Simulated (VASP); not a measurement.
# CoSi: single point with r2SCAN

CoSi:

```xyz
8
Lattice="4.4690 0.0000 0.0000 0.0000 4.4690 0.0000 0.0000 0.0000 4.4690" Properties=species:S:1:pos:R:3 pbc="T T T"
Co    0.6511    0.6511    0.6511
Co    1.5834    3.8179    2.8856
Co    2.8856    1.5834    3.8179
Co    3.8179    2.8856    1.5834
Si    3.7701    3.7701    3.7701
Si    2.9333    0.6988    1.5357
Si    1.5357    2.9333    0.6988
Si    0.6988    1.5357    2.9333
```

This cell differs from its parent crystal: volume changed by +6%.

| Property | Result |
| --- | --- |
| Program | VASP 6.6.1 |
| Task | single point |
| Functional | r2SCAN |
| Potentials or basis | VASP PAW PBE potentials, release 64 (Co, Si) |
| Cutoff | 520 eV |
| k mesh | 6 × 6 × 6 |
| Occupations | fermi-dirac, width 0.02 eV |
| Spin | no spin polarisation |
| Dipole correction | no |
| Further INCAR settings | ALGO = Normal; EDIFF = 1e-07; NBANDS = 36 |

```json
{
 "Pressure": "-12.7 GPa",
 "Largest force": "0.117 eV/Å",
 "Band gap on the k mesh": "zero (band 26 reaches 11.62 eV, above the bottom of band 27 at 11.43 eV)"
}
```

Forces on the atoms (eV/Å):
```
Co  -0.068 -0.068 -0.068
Co   0.068  0.068 -0.068
Co  -0.068  0.068  0.068
Co   0.068 -0.068  0.068
Si  -0.039 -0.039 -0.039
Si   0.039  0.039 -0.039
Si  -0.039  0.039  0.039
Si   0.039 -0.039  0.039
```

Levels at points of the mesh, in eV from the Fermi level:
```
           k point  band 24  band 25  band 26  band 27  band 28  band 29
(0.00, 0.00, 0.00)    -0.81    -0.01    -0.01    -0.01     2.58     2.58
(0.50, 0.00, 0.00)    -0.67    -0.48    -0.48     1.01     1.01     1.51
(0.50, 0.50, 0.00)    -1.02    -0.04    -0.04     0.61     0.61     2.05
(0.50, 0.50, 0.50)    -1.23    -0.20    -0.20    -0.20    -0.20     5.68
```

Run time: 3.6 min on 1 thread of AMD EPYC 9R45 96-Core Processor (Zen 5), on a shared host, peak memory 0.22 GiB.

Caveat: the PAW data sets were made with another functional, which shifts forces and pressure a little. Spin polarisation is off, so any magnetic state and its effect on volume and gap are missing.
